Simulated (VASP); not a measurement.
Here is a VASP 6.6.1 calculation.

Contents of POSCAR:

```
MgO
1.0
    0.0000000000      2.1021086852      2.1021086852
    2.1021086852      0.0000000000      2.1021086852
    2.1021086852      2.1021086852      0.0000000000
Mg O
1 1
Direct
    0.0000000000      0.0000000000      0.0000000000
    0.5000000000      0.5000000000      0.5000000000
```

The input INCAR.step1:

```
SYSTEM = MgO
ALGO     = Normal         ! electronic algorithm
EDIFF    = 1E-5           ! SCF threshold, eV
ENCUT    = 750            ! plane-wave cutoff, eV
GGA      = PE             ! functional
GGA_COMPAT= .FALSE.      
ISMEAR   = 0              ! smearing method
LASPH    = .TRUE.         ! aspherical terms in the spheres
LCHARG   = .FALSE.        ! write CHGCAR
LREAL    = .FALSE.        ! projectors in reciprocal space
LWAVE    = .TRUE.         ! write WAVECAR
NBANDS   = 15             ! bands
NELM     = 120            ! most SCF steps
PREC     = Accurate       ! precision mode
SIGMA    = 0.02           ! smearing width, eV
```

The input INCAR.step2:

```
SYSTEM = MgO
ALGO     = Normal         ! electronic algorithm
EDIFF    = 1E-6           ! SCF threshold, eV
ENCUT    = 750            ! plane-wave cutoff, eV
GGA_COMPAT= .FALSE.      
ISIF     = 2              ! what is computed and relaxed
ISMEAR   = 0              ! smearing method
ISTART   = 1            
LASPH    = .TRUE.         ! aspherical terms in the spheres
LCHARG   = .FALSE.        ! write CHGCAR
LMIXTAU  = .TRUE.       
LREAL    = .FALSE.        ! projectors in reciprocal space
LWAVE    = .FALSE.        ! write WAVECAR
METAGGA  = R2SCAN         ! meta-GGA
NBANDS   = 15             ! bands
NELM     = 120            ! most SCF steps
PREC     = Accurate       ! precision mode
SIGMA    = 0.02           ! smearing width, eV
```

File KPOINTS:

```
k-points
0
G
  10 10 10
  0 0 0
```

Potentials or basis: VASP PAW PBE potentials, release 64 (Mg_sv, O).

Launch:

```console
$ cat potpaw_PBE.64/Mg_sv/POTCAR potpaw_PBE.64/O/POTCAR > POTCAR
$ cp INCAR.step1 INCAR
$ mpirun -np 1 vasp_std > vasp.out
$ cp INCAR.step2 INCAR
$ mpirun -np 1 vasp_std > vasp.out
```

Question: Predict the pressure.

Answer: 0.0 GPa.

Question: Predict the band gap on the k mesh.

Answer: 5.70 eV.

Caveat: the PAW data sets were made with another functional, which shifts forces and pressure a little.

**Measured values to compare with.**

From “Electronic structure of alkaline earth and post-transition metal oxides”, 2009, arxiv:0908.1581, for a bulk crystal of MgO: band gap 7.83 eV.

A measured gap of MgO is 7.83 eV (quoted in “Electronic structure of alkaline earth and post-transition metal oxides”, 2009, arxiv:0908.1581); the calculated 5.70 eV misses it by -2.13 eV. The value is that of r2SCAN, without temperature or zero-point motion.
